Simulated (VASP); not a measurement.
Here is a VASP 6.6.1 calculation.

INCAR

```
ALGO = Fast
EDIFF = 1E-6
ENCUT = 520
GGA = PE
ISIF = 2
ISMEAR = 0
LASPH = True
LCHARG = False
LREAL = False
LWAVE = False
NBANDS = 28
NELM = 80
PREC = Accurate
SIGMA = 0.1
```

KPOINTS

```
k-points
0
Gamma
  4 4 4
```

Contents of POSCAR:

```
Al2Tl
1.0
    5.3351962419      0.0000000000      0.0000000000
    0.0000000000      5.4664032623      0.0000000000
    0.0000000000      0.0000000000      7.6550459631
Al Tl
4 2
Direct
    0.2457796502      0.2553214840      0.0000000000
    0.2457796502      0.7446785160      0.0000000000
    0.7542203498      0.2553214840      0.0000000000
    0.7542203498      0.7446785160      0.0000000000
    0.5000000000      0.0000000000      0.3016758558
    0.5000000000      0.0000000000      0.6983241442
```

Potentials or basis: VASP PAW PBE potentials, release 64 (Al, Tl_d).

Launch:

```bash
$ cat potpaw_PBE.64/Al/POTCAR potpaw_PBE.64/Tl_d/POTCAR > POTCAR
$ mpirun -np 1 vasp_std > vasp.out
```

Problem. What does it give for the pressure?

Solution. 0.0 GPa.

Problem. Estimate the band gap on the k mesh.

Solution. Zero (band 19 reaches 2.88 eV, above the bottom of band 20 at 1.39 eV).

Forces on the atoms (eV/Å):
```
Al   0.019 -0.006  0.000
Al   0.019  0.006  0.000
Al  -0.019 -0.006  0.000
Al  -0.019  0.006  0.000
Tl   0.000  0.000 -0.019
Tl   0.000  0.000  0.019
```

Caveat: spin-orbit coupling is left out, which moves the levels of the heavy elements.
